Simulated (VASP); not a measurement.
# HfSi (zincblende type) (F-43m) in VASP: a series of runs

Runs on HfSi (zincblende type). Level: LDA. Tasks: single point.

All numbers are computed with VASP 6.6.1; they aren't measurements. Logs are shortened: lines on timing, memory, paths and dates and some standing lists are left out, and cuts for length are marked.

## Step 1: The cell of the first run

Symmetry: F-43m, No. 216, cubic system. The conventional cell has a = 4.368 Å, b = 4.368 Å, c = 4.368 Å, α = 90.00°, β = 90.00°, γ = 90.00°. Hf (site symmetry -43m) has 4 Si at 1.89 Å within 2.5 Å. Si (site symmetry -43m) has 4 Hf at 1.89 Å within 2.5 Å.

## Step 2: Single point, LDA

The input, INCAR:

```
ALGO = Normal ; EDIFF = 1E-7
ENCUT = 520 ; GGA = CA
ISIF = 2 ; ISMEAR = -1
LASPH = T ; LCHARG = F
LREAL = F ; LWAVE = F
NBANDS = 14 ; NELM = 100
PREC = Accurate ; SIGMA = 0.08
```

The input, KPOINTS:

```
k-points
0
Gamma
  12 12 12
```

The input, POSCAR:

```
HfSi
1.0
    0.0000000000      2.1839016590      2.1839016590
    2.1839016590      0.0000000000      2.1839016590
    2.1839016590      2.1839016590      0.0000000000
Hf Si
1 1
Direct
    0.0000000000      0.0000000000      0.0000000000
    0.2500000000      0.2500000000      0.2500000000
```

Potentials or basis: VASP PAW LDA potentials, release 64 (Hf_pv, Si).

Launch:

```
> cat potpaw_LDA.64/Hf_pv/POTCAR potpaw_LDA.64/Si/POTCAR > POTCAR
> mpirun -np 1 vasp_std > vasp.out
```

OUTCAR:

```text
EDIFF = 1E-7
   ENCUT = 520
   GGA = CA
   ISIF = 2
   ISMEAR = -1
   LASPH = T
   LREAL = F
   NELM = 100
   PREC = Accurate

 ion  position               nearest neighbor table
   1  0.000  0.000  0.000-   2 1.89   2 1.89   2 1.89   2 1.89
   2  0.250  0.250  0.250-   1 1.89   1 1.89   1 1.89   1 1.89

  LATTYP: Found a face centered cubic cell.
 ALAT       =     4.3678033180

  Lattice vectors:

 A1 = (   0.0000000000,   2.1839016590,   2.1839016590)
 A2 = (   2.1839016590,   0.0000000000,   2.1839016590)
 A3 = (   2.1839016590,   2.1839016590,   0.0000000000)

Analysis of symmetry for initial positions (statically):
=====================================================================
 Subroutine PRICEL returns:
 Original cell was already a primitive cell.

 Routine SETGRP: Setting up the symmetry group for a
 face centered cubic supercell.

 Subroutine GETGRP returns: Found 24 space group operations
 (whereof 24 operations were pure point group operations)
 out of a pool of 48 trial point group operations.

The static configuration has the point symmetry T_d .

Analysis of symmetry for dynamics (positions and initial velocities):
=====================================================================
 Subroutine PRICEL returns:
 Original cell was already a primitive cell.

 Routine SETGRP: Setting up the symmetry group for a
 face centered cubic supercell.

 Subroutine GETGRP returns: Found 24 space group operations
 (whereof 24 operations were pure point group operations)
 out of a pool of 48 trial point group operations.

The dynamic configuration has the point symmetry T_d .

 Subroutine INISYM returns: Found 24 space group operations
 (whereof 24 operations are pure point group operations),
 and found     1 'primitive' translations

----------------------------------------------------------------------------------------

                                     Primitive cell

  volume of cell :      20.8319

  direct lattice vectors                    reciprocal lattice vectors
     0.000000000  2.183901659  2.183901659    -0.228948038  0.228948038  0.228948038
     2.183901659  0.000000000  2.183901659     0.228948038 -0.228948038  0.228948038
     2.183901659  2.183901659  0.000000000     0.228948038  0.228948038 -0.228948038

  length of vectors
     3.088503345  3.088503345  3.088503345     0.396549634  0.396549634  0.396549634

  position of ions in fractional coordinates (direct lattice)
     0.000000000  0.000000000  0.000000000
     0.250000000  0.250000000  0.250000000

  ion indices of the primitive-cell ions
   primitive index   ion index
                 1           1
                 2           2

----------------------------------------------------------------------------------------

 KPOINTS: k-points

Automatic generation of k-mesh.
 Grid dimensions read from file:
 generate k-points for:   12   12   12

 Generating k-lattice:

  Cartesian coordinates                     Fractional coordinates (reciprocal lattice)
    -0.019079003  0.019079003  0.019079003     0.083333333  0.000000000  0.000000000
     0.019079003 -0.019079003  0.019079003     0.000000000  0.083333333  0.000000000
     0.019079003  0.019079003 -0.019079003     0.000000000  0.000000000  0.083333333

  Length of vectors
     0.033045803  0.033045803  0.033045803

  Shift w.r.t. Gamma in fractional coordinates (k-lattice)
     0.000000000  0.000000000  0.000000000

 Subroutine IBZKPT returns following result:
 ===========================================

 Found     72 irreducible k-points:

 Following reciprocal coordinates:
            Coordinates               Weight
  0.000000  0.000000  0.000000      1.000000
  0.083333  0.000000  0.000000      8.000000
  0.166667  0.000000  0.000000      8.000000
  0.250000  0.000000  0.000000      8.000000
  0.333333  0.000000  0.000000      8.000000
  0.416667  0.000000  0.000000      8.000000
[... 16 lines left out ...]
  0.500000  0.166667  0.000000     24.000000
 -0.416667  0.166667  0.000000     24.000000
 [... further k-points ...]
   k-points           NKPTS =     72   k-points in BZ     NKDIM =     72   number of bands    NBANDS=     14
   number of dos      NEDOS =    301   number of ions     NIONS =      2
   total plane-waves  NPLWV =  13824
   dimension x,y,z NGX =    24 NGY =   24 NGZ =   24
   dimension x,y,z NGXF=    48 NGYF=   48 NGZF=   48
   ions per type =               1   1
   NGX,Y,Z   is equivalent  to a cutoff of  12.92, 12.92, 12.92 a.u.
   NGXF,Y,Z  is equivalent  to a cutoff of  25.84, 25.84, 25.84 a.u.
 SYSTEM =  unknown system
   PREC   = accura    normal or accurate (medium, high low for compatibility)
   ISTART =      0    job   : 0-new  1-cont  2-samecut
   ICHARG =      2    charge: 1-file 2-atom 10-const
   ISPIN  =      1    spin polarized calculation?
   LNONCOLLINEAR =      F non collinear calculations
   LSORBIT =      F    spin-orbit coupling
   LASPH  =      T    aspherical Exc in radial PAW
   ENCUT  =  520.0 eV  38.22 Ry    6.18 a.u.   5.74  5.74  5.74*2*pi/ulx,y,z
   NELM   =    100;   NELMIN=  2; NELMDL= -5     # of ELM steps
   EDIFF  = 0.1E-06   stopping-criterion for ELM
   LREAL  =      F    real-space projection
   EDIFFG = 0.1E-05   stopping-criterion for IOM
   NSW    =      0    number of steps for IOM
   IBRION =     -1    ionic relax: 0-MD 1-quasi-New 2-CG
   NFREE  =      0    steps in history (QN), initial steepest desc. (CG)
   ISIF   =      2    stress and relaxation
   ISYM   =      2    0-nonsym 1-usesym 2-fastsym
   POTIM  = 0.5000    time-step for ionic-motion
   TEBEG  =    0.0;   TEEND  =   0.0 temperature during run
   PSTRESS=    0.0 pullay stress
   NELECT =      14.0000    total number of electrons
   NUPDOWN=      -1.0000    fix difference up-down
   EMIN   =  10.00;   EMAX   =-10.00  energy-range for DOS
   EFERMI =   0.00;   METHOD = LEGACY
   ISMEAR =    -1;   SIGMA  =   0.08  broadening in eV -4-tet -1-fermi 0-gaus
   EFERMI_NEDOS =   21; number of points for ismear=-14 and -15
   IALGO  =     38    algorithm
   IMIX   =      4    mixing-type and parameters
     AMIX     =   0.40;   BMIX     =  1.00
     AMIX_MAG =   1.60;   BMIX_MAG =  1.00
  volume/ion in A,a.u.               =      10.42        70.29
  Fermi-wavevector in a.u.,A,eV,Ry     =   1.433973  2.709817 27.977384  2.056280
  Thomas-Fermi vector in A             =   2.553433
   LORBIT       =      0    0 simple, 1 ext, 2 COOP (PROOUT), +10 PAW based schemes
   GGA     = CA    functional components
   LHFCALC =     F    Hartree Fock is set to
   AEXX    =    0.0000 exact exchange contribution
   IVDW    =     0    specifies the selected vdW correction
   LEPSILON=     F    determine dielectric tensor
   LRPA    =     F    only Hartree local field effects (RPA)
 non-spin polarized calculation
  energy-cutoff  :      520.00
  volume of cell :       20.83
 maximum number of plane-waves:       569
   NGX = 11   NGY = 11   NGZ = 11

 number of electron      14.0000002 magnetization

 Free energy of the ion-electron system (eV)
  ---------------------------------------------------
  ext. energy  EPLUGINS =         0.00000000
  ---------------------------------------------------
  free energy    TOTEN  =        -0.71671606 eV

  energy without entropy =       -0.70153311  energy(sigma->0) =       -0.70912458

 E-fermi :  11.7242     XC(G=0): -13.8297

 val. band max:       11.6860764766   @ k =  -0.1667   0.0833   0.0000
 cond. band min:      11.7443078514   @ k =   0.4167   0.3333   0.0833
 fundamental gap:      0.0582313748
 Fermi energy:        11.7242488303

 k-point     1 :       0.0000    0.0000    0.0000
  band No.  band energies     occupation
      1     -17.7773      2.00000
      2     -17.7773      2.00000
      3     -17.7773      2.00000
      4       0.0038      2.00000
      5       8.2740      2.00000
      6       8.2740      2.00000
      7       8.2740      2.00000
      8      12.8362      0.00000
      9      12.8362      0.00000
     10      21.8788      0.00000
     11      21.8788      0.00000
     12      21.8788      0.00000
     13      22.0545      0.00000
     14      26.1535      0.00000

 k-point     2 :       0.0833    0.0000    0.0000
  band No.  band energies     occupation
      1     -17.8886      2.00000
      2     -17.7897      2.00000
      3     -17.7897      2.00000
      4       0.2904      2.00000
      5       8.1549      2.00000
      6       8.3994      2.00000
      7       8.3994      2.00000
      8      12.6693      0.00001
      9      12.6693      0.00001
     10      21.3386      0.00000
     11      22.4171      0.00000
     12      22.4171      0.00000
     13      22.5041      0.00000
     14      26.1619      0.00000

 k-point     3 :       0.1667    0.0000    0.0000
  band No.  band energies     occupation
      1     -18.1809      2.00000
      2     -17.8232      2.00000
      3     -17.8232      2.00000
      4       1.0670      2.00000
      5       7.9038      2.00000
      6       8.6827      2.00000
      7       8.6827      2.00000
      8      12.4241      0.00032
      9      12.4241      0.00032
     10      20.2313      0.00000
     11      23.6307      0.00000
     12      23.7814      0.00000
     13      23.7814      0.00000
     14      26.1788      0.00000
[... 324 lines left out ...]
 k-point    23 :       0.5000    0.1667    0.0000
  band No.  band energies     occupation
      1     -19.0978      2.00000
      2     -18.1848      2.00000
      3     -18.0390      2.00000
      4       4.4023      2.00000
      5       7.2633      2.00000
      6       8.7496      2.00000
      7       9.5293      2.00000
      8      14.7154      0.00000
      9      15.7176      0.00000
     10      17.0257      0.00000
     11      20.9723      0.00000
     12      21.8311      0.00000
     13      24.7346      0.00000
     14      26.1530      0.00000

 k-point    24 :      -0.4167    0.1667    0.0000
  band No.  band energies     occupation
      1     -19.1093      2.00000
      2     -18.2327      2.00000
      3     -18.0093      2.00000
      4       4.4998      2.00000
      5       7.3592      2.00000
      6       8.8945      2.00000
      7       9.4418      2.00000
      8      14.3805      0.00000
      9      15.1487      0.00000
     10      17.7057      0.00000
     11      21.3394      0.00000
     12      22.5687      0.00000
     13      23.2289      0.00000
     14      26.1508      0.00000

 [... further k-points ...]
[... 5 lines left out ...]
  --------------------------------------------------------------------------------------
  -------------------------------------------------------------------------------------
  Total       38.9871020     38.9871020     38.9871020     -0.0000000     -0.0000000      0.0000000
  in kB     2998.4879362   2998.4879362   2998.4879362     -0.0000000     -0.0000000      0.0000000
  external PRESSURE =    2998.4879362 kB  Pullay stress =       0.0000000 kB

 VOLUME and BASIS-vectors are now :
 -----------------------------------------------------------------------------
  energy-cutoff  :      520.00
  volume of cell :       20.83
      direct lattice vectors                 reciprocal lattice vectors
     0.000000000  2.183901659  2.183901659    -0.228948038  0.228948038  0.228948038
     2.183901659  0.000000000  2.183901659     0.228948038 -0.228948038  0.228948038
     2.183901659  2.183901659  0.000000000     0.228948038  0.228948038 -0.228948038

 POSITION                                       TOTAL-FORCE (eV/Angst)
 -----------------------------------------------------------------------------------
      0.00000      0.00000      0.00000        -0.000000      0.000000     -0.000000
      1.09195      1.09195      1.09195         0.000000     -0.000000      0.000000
 -----------------------------------------------------------------------------------
    total drift:                               -0.000000     -0.000000     -0.000000

  FREE ENERGIE OF THE ION-ELECTRON SYSTEM (eV)
  ---------------------------------------------------
  free  energy   TOTEN  =        -0.7167160586 eV

  energy  without entropy=       -0.7015331064  energy(sigma->0) =       -0.70912458
```

Wall time 19 s (1 thread of AMD EPYC 7R13 (Zen 3), shared host); peak memory 0.11 GiB.

Results:

| Property | Result |
| --- | --- |
| Free energy | -0.7167 eV |
| Pressure | 299.8 GPa |
| Band gap on the k mesh | zero (band 7 reaches 14.96 eV, above the bottom of band 8 at 10.29 eV) |

Levels at points of the mesh, in eV from the Fermi level:
```csv
k point,band 4,band 5,band 6,band 7,band 8,band 9,band 10,band 11
"(0.00, 0.00, 0.00)",-11.72,-3.45,-3.45,-3.45,1.11,1.11,10.15,10.15
"(0.50, 0.00, 0.00)",-8.15,-3.19,-3.19,-2.65,3.87,3.87,5.93,8.30
"(0.50, 0.50, 0.00)",-7.77,-6.54,0.17,3.23,3.23,5.26,5.26,5.48
```

Caveat: spin-orbit coupling is left out, which moves the levels of the heavy elements.

## Step 3: Single point, LDA

The input, INCAR:

```
SYSTEM = HfSi
ALGO = Normal
EDIFF = 1E-7
ENCUT = 520
GGA = CA
ISIF = 2
ISMEAR = -1
LASPH = .True.
LCHARG = .False.
LREAL = .False.
LWAVE = .False.
NBANDS = 14
NELM = 100
PREC = Accurate
SIGMA = 0.08
```

The input, KPOINTS:

```
k-points
0
Gamma
  12 12 12
  0 0 0
```

POSCAR is that of step 2.

Potentials or basis: VASP PAW LDA potentials, release 64 (Hf_pv, Si).

Launch:

```
> cat potpaw_LDA.64/Hf_pv/POTCAR potpaw_LDA.64/Si/POTCAR > POTCAR
> mpirun -np 1 vasp_std > vasp.out
```

OUTCAR:

```text
SYSTEM = HfSi
   EDIFF = 1E-7
   ENCUT = 520
   GGA = CA
   ISIF = 2
   ISMEAR = -1
   LASPH = .True.
   LREAL = .False.
   NELM = 100
   PREC = Accurate

 ion  position               nearest neighbor table
   1  0.000  0.000  0.000-   2 1.89   2 1.89   2 1.89   2 1.89
   2  0.250  0.250  0.250-   1 1.89   1 1.89   1 1.89   1 1.89

  LATTYP: Found a face centered cubic cell.
 ALAT       =     4.3678033180

  Lattice vectors:

 A1 = (   0.0000000000,   2.1839016590,   2.1839016590)
[... 593 lines left out ...]
------------------------ aborting loop because EDIFF is reached ----------------------------------------

  FORCE on cell =-STRESS in cart. coord.  units (eV):
  Direction    XX          YY          ZZ          XY          YZ          ZX
  --------------------------------------------------------------------------------------
  -------------------------------------------------------------------------------------
  Total       38.9871020     38.9871020     38.9871020     -0.0000000     -0.0000000      0.0000000
  in kB     2998.4879362   2998.4879362   2998.4879362     -0.0000000     -0.0000000      0.0000000
  external PRESSURE =    2998.4879362 kB  Pullay stress =       0.0000000 kB

 VOLUME and BASIS-vectors are now :
 -----------------------------------------------------------------------------
  energy-cutoff  :      520.00
  volume of cell :       20.83
      direct lattice vectors                 reciprocal lattice vectors
     0.000000000  2.183901659  2.183901659    -0.228948038  0.228948038  0.228948038
     2.183901659  0.000000000  2.183901659     0.228948038 -0.228948038  0.228948038
     2.183901659  2.183901659  0.000000000     0.228948038  0.228948038 -0.228948038

 POSITION                                       TOTAL-FORCE (eV/Angst)
 -----------------------------------------------------------------------------------
      0.00000      0.00000      0.00000        -0.000000      0.000000     -0.000000
      1.09195      1.09195      1.09195         0.000000     -0.000000      0.000000
 -----------------------------------------------------------------------------------
    total drift:                               -0.000000     -0.000000     -0.000000

  FREE ENERGIE OF THE ION-ELECTRON SYSTEM (eV)
  ---------------------------------------------------
  free  energy   TOTEN  =        -0.7167160586 eV

  energy  without entropy=       -0.7015331064  energy(sigma->0) =       -0.70912458
```

OSZICAR:

```text
N       E                     dE             d eps       ncg     rms          rms(c)
DAV:   1     0.499851689088E+02    0.49985E+02   -0.75295E+03  2040   0.977E+02
DAV:   2    -0.184627248175E+00   -0.50170E+02   -0.46995E+02  2538   0.211E+02
DAV:   3    -0.130600318877E+01   -0.11214E+01   -0.11152E+01  2502   0.238E+01
DAV:   4    -0.131114547157E+01   -0.51423E-02   -0.51417E-02  2352   0.201E+00
DAV:   5    -0.131118189151E+01   -0.36420E-04   -0.36420E-04  2562   0.161E-01    0.954E+01
DAV:   6    -0.855013422087E+00    0.45617E+00   -0.30043E-01  2376   0.343E+00    0.560E+01
DAV:   7    -0.725538486784E+00    0.12947E+00   -0.29947E-01  2556   0.340E+00    0.207E+00
DAV:   8    -0.716739253645E+00    0.87992E-02   -0.29014E-02  2148   0.121E+00    0.208E-01
DAV:   9    -0.716735734867E+00    0.35188E-05   -0.87555E-04  2592   0.217E-01    0.121E-01
DAV:  10    -0.716716722734E+00    0.19012E-04   -0.50543E-05  2208   0.572E-02    0.666E-02
DAV:  11    -0.716716594688E+00    0.12805E-06   -0.79298E-06  2226   0.193E-02    0.206E-02
DAV:  12    -0.716716058039E+00    0.53665E-06   -0.12349E-06  2160   0.666E-03    0.366E-03
DAV:  13    -0.716716058629E+00   -0.58935E-09   -0.23226E-08  1236   0.122E-03
   1 F= -.71671606E+00 E0= -.70912458E+00  d E =-.151830E-01
```

Run time: 18 s. Hardware: 1 thread of AMD EPYC 7R13 (Zen 3), shared host; peak memory 0.11 GiB.

Results:

```yaml
Free_energy: -0.7167 eV
Pressure: 299.8 GPa
Band_gap_on_the_k_mesh: zero (band 7 reaches 14.96 eV, above the bottom of band 8 at 10.29 eV)
```

Levels at points of the mesh, in eV from the Fermi level:
```csv
k point,band 3,band 4,band 5,band 6,band 7,band 8,band 9,band 10,band 11,band 12
"(0.00, 0.00, 0.00)",-29.50,-11.72,-3.45,-3.45,-3.45,1.11,1.11,10.15,10.15,10.15
"(0.50, 0.00, 0.00)",-29.68,-8.15,-3.19,-3.19,-2.65,3.87,3.87,5.93,8.30,9.18
"(0.50, 0.50, 0.00)",-30.00,-7.77,-6.54,0.17,3.23,3.23,5.26,5.26,5.48,6.72
```

Caveat: spin-orbit coupling is left out, which moves the levels of the heavy elements.

## Step 4: Single point, LDA

INCAR, as its differences from that of step 3:

```diff
@@ -2,5 +2,4 @@
 ALGO = Normal
-EDIFF = 1E-7
+EDIFF = 1E-6
 ENCUT = 520
-GGA = CA
 ISIF = 2
```

KPOINTS is that of step 3.

POSCAR is that of step 3.

Launch:

```
> cat potpaw_LDA.64/Hf_pv/POTCAR potpaw_LDA.64/Si/POTCAR > POTCAR
> mpirun -np 1 vasp_std > vasp.out
```

It took 20 s on 1 thread of AMD EPYC 7R13 (Zen 3), shared host; peak memory 0.11 GiB.

It converged, with:

- Free energy: -0.7167 eV
- Pressure: 299.9 GPa
- Band gap on the k mesh: zero (band 7 reaches 14.96 eV, above the bottom of band 8 at 10.29 eV)

Levels at points of the mesh, in eV from the Fermi level:
| k point | band 3 | band 4 | band 5 | band 6 | band 7 | band 8 | band 9 | band 10 | band 11 | band 12 |
| --- | --- | --- | --- | --- | --- | --- | --- | --- | --- | --- |
| (0.00, 0.00, 0.00) | -29.50 | -11.72 | -3.45 | -3.45 | -3.45 | 1.11 | 1.11 | 10.15 | 10.15 | 10.15 |
| (0.50, 0.00, 0.00) | -29.68 | -8.15 | -3.19 | -3.19 | -2.65 | 3.87 | 3.87 | 5.93 | 8.30 | 9.18 |
| (0.50, 0.50, 0.00) | -30.00 | -7.77 | -6.54 | 0.17 | 3.23 | 3.23 | 5.26 | 5.26 | 5.48 | 6.72 |

Caveat: spin-orbit coupling is left out, which moves the levels of the heavy elements.
